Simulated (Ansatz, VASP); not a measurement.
**Rh: VASP beside Ansatz**

File POSCAR:

```
Rh
1.0
    0.0000000000      1.8445035000      1.9015500000
    1.8445035000      0.0000000000      1.9015500000
    1.8445035000      1.8445035000      0.0000000000
Rh
1
Direct
    0.0000000000      0.0000000000      0.0000000000
```

The input INCAR.step1:

```
SYSTEM = Rh
ALGO = Normal
EDIFF = 1E-4
ENCUT = 520
GGA = PE
ISMEAR = 0
LASPH = .True.
LCHARG = .False.
LREAL = .False.
LWAVE = .True.
NBANDS = 14
NELM = 60
PREC = Accurate
SIGMA = 0.15
```

INCAR.step2

```
SYSTEM = Rh
ALGO = Normal
EDIFF = 1E-6
ENCUT = 520
ISIF = 2
ISMEAR = 0
ISTART = 1
LASPH = .True.
LCHARG = .True.
LELF = .True.
LMIXTAU = .True.
LREAL = .False.
LVHAR = .True.
LWAVE = .False.
METAGGA = R2SCAN
NBANDS = 14
NELM = 60
PREC = Accurate
SIGMA = 0.15
```

Contents of KPOINTS:

```
k-points
0
Gamma
  22 22 22
  0 0 0
```

Input for Ansatz:

```yaml
crystal:
  lattice:
    - [0.0, 1.8445035, 1.90155]
    - [1.8445035, 0.0, 1.90155]
    - [1.8445035, 1.8445035, 0.0]
  atoms:
    - { symbol: Rh, position: [0.0, 0.0, 0.0] }
basis:
  ecutwfc: 500
kpoints:
  mp_grid: { grid: [22, 22, 22] }
hamiltonian:
  xc: r2scan
scf:
  occupations: { method: gaussian, width: 0.15 }
output:
  forces: true
  stress: true
  eigenvalues: true
```

Change from the starting cell: strain -0.030 along x and y, +0.000 along z, atoms carried along.

Alike in both runs: task single point; functional r2SCAN; k mesh 22 × 22 × 22; occupations gaussian, width 0.15 eV; no spin polarisation.

|  | VASP | Ansatz |
| --- | --- | --- |
| version | VASP 6.6.1 | Ansatz 0.2.0 |
| potentials or method | VASP PAW PBE potentials, release 64 (Rh_pv), cutoff 520 eV | scalar-relativistic, plane waves, PAW |
| valence electrons in the cell | 15 | 17 |

VASP gave:

```
gap on the k mesh at the Fermi level (eV)                     : none
pressure (GPa)                                                : 21.0
traceless stress, the component that is largest in VASP (GPa) : -6.06
```

Q: Which values does Ansatz return?

A: gap on the k mesh at the Fermi level (eV): none; pressure (GPa): 19.4; traceless stress, the component that is largest in VASP (GPa): -6.02.

VASP's potentials were made for PBE, not for r2SCAN. A gap of «none» marks a metal or a gap that the smearing closes. VASP's potentials hold 15 valence electrons a cell and Ansatz's 17, so a difference there can come from the potentials and not from the codes.
